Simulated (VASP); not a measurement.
A run of VASP 6.6.1:

The input INCAR:

```
  ALGO = Normal
  EDIFF = 1E-6
  ENCUT = 500
  GGA = PE
  GGA_COMPAT = F
  ISIF = 2
  ISMEAR = 0
  LASPH = T
  LCHARG = F
  LREAL = F
  LWAVE = F
  NBANDS = 16
  NELM = 120
  PREC = Accurate
  SIGMA = 0.2
```

The input KPOINTS:

```
k-points
0
Gamma
  7 7 4
```

File POSCAR:

```
NbAs
1.0
    2.9735080496      0.0000000000      0.0000000000
   -1.4867540248      2.5751335093      0.0000000000
    0.0000000000      0.0000000000      5.1333023432
Nb As
1 1
Direct
    0.0000000000      0.0000000000      0.8391224569
    0.0000000000      0.0000000000      0.3391529831
```

Potentials or basis: VASP PAW PBE potentials, release 64 (Nb_sv, As).

Launch:

```bash
$ cat potpaw_PBE.64/Nb_sv/POTCAR potpaw_PBE.64/As/POTCAR > POTCAR
$ mpirun -np 1 vasp_std > vasp.out
```

Hardware: 1 thread of Intel Xeon 8259CL, with other jobs on the host.

**Question.** How long does it take, and how much memory?

**Answer.** It took 30 s on 1 thread of Intel Xeon 8259CL (shared host), peak memory 0.16 GiB. Counts: scf iterations 12, k points 24.
